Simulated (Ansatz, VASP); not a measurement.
## MgB2: VASP beside Ansatz

```
Mg B
1.0
     0.00000    2.64839    2.64839
     2.64839    0.00000    2.64839
     2.64839    2.64839    0.00000
Mg B
1 2
Cartesian
  0.0000 0.0000 0.0000
  1.3242 1.3242 1.3242
  3.9726 3.9726 3.9726
```

Alike in both runs: functional PBE; k mesh 6 × 6 × 6; occupations gaussian, width 0.1 eV; no spin polarisation.

Ansatz relaxed the structure, and its values are those at the end. VASP's run is a single point on that final structure, the one shown.

```csv
,VASP,Ansatz
version,VASP 6.6.1,Ansatz 0.2.0
potentials or method,"VASP PAW PBE potentials, release 64 (Mg, B), cutoff 520 eV","scalar-relativistic, plane waves, PAW"
valence electrons in the cell,8,16
```

```tsv
	VASP	Ansatz	Ansatz less VASP
gap on the k mesh at the Fermi level (eV)	none	none	-
pressure (GPa)	0.0	0.0	-0.02
```

A gap of «none» marks a metal or a gap that the smearing closes. With one functional, cell and mesh, what is left measures potentials, basis and numerics. VASP's potentials hold 8 valence electrons a cell and Ansatz's 16, so a difference there can come from the potentials and not from the codes.
